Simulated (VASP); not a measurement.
Input of a VASP 6.6.1 run:

Contents of INCAR:

```
SYSTEM = TeH2O4
ALGO = Normal
EDIFF = 1E-6
ENCUT = 520
GGA = PS
ISIF = 2
ISMEAR = -1
LASPH = .True.
LCHARG = .True.
LELF = .True.
LREAL = .False.
LVHAR = .True.
LWAVE = .False.
NBANDS = 45
NELM = 80
PREC = Accurate
SIGMA = 0.05
```

KPOINTS

```
k-points
0
Gamma
  2 2 2
  0 0 0
```

The input POSCAR:

```
TeH2O4
1.0
    6.0632670000     -0.0032440000      0.0075860000
   -0.0027100000      5.0593220000     -0.0108360000
   -2.0283670000     -0.0095340000      4.9686720000
Te H O
2 4 8
Direct
    0.0044020269      0.2421734957      0.4635425317
   -0.0035904316      0.7568848268      0.9792010503
    0.6375735973      0.0591510340      0.4610697440
    0.4167783195      0.1838025819      1.2129659604
    0.3884211023      0.5188276516      0.7820551354
    0.6547743271      0.9905616841      1.0117928107
    0.6782666550      0.1420529231      0.3347159874
    0.3041413148      0.6207548242      0.0117373985
    0.3254476218      0.3504928996      0.5979322232
    0.6948931944      0.9213597191      0.8602122245
    0.1170361333      0.9256723380      0.3246023785
    0.8639422426      0.4365388835      0.1036446901
    0.9131036263      0.5806486496      0.6320934658
    0.0844358158      0.0535912963      0.8141089179
```

Potentials or basis: VASP PAW PBE potentials, release 64 (Te, H, O).

Launch:

```sh
$ cat potpaw_PBE.64/Te/POTCAR potpaw_PBE.64/H/POTCAR potpaw_PBE.64/O/POTCAR > POTCAR
$ mpirun -np 1 vasp_std > vasp.out
```

Q: Estimate the largest force.

A: 6.065 eV/Å.

Q: Estimate the pressure.

A: -3.5 GPa.

Stress tensor (GPa, compression positive):
```
 1.08  6.87  1.83
 6.87 -6.69 -2.15
 1.83 -2.15 -4.95
```

Caveat: the k points lie up to 0.63 Å⁻¹ apart; the PAW data sets were made with another functional, which shifts forces and pressure a little.
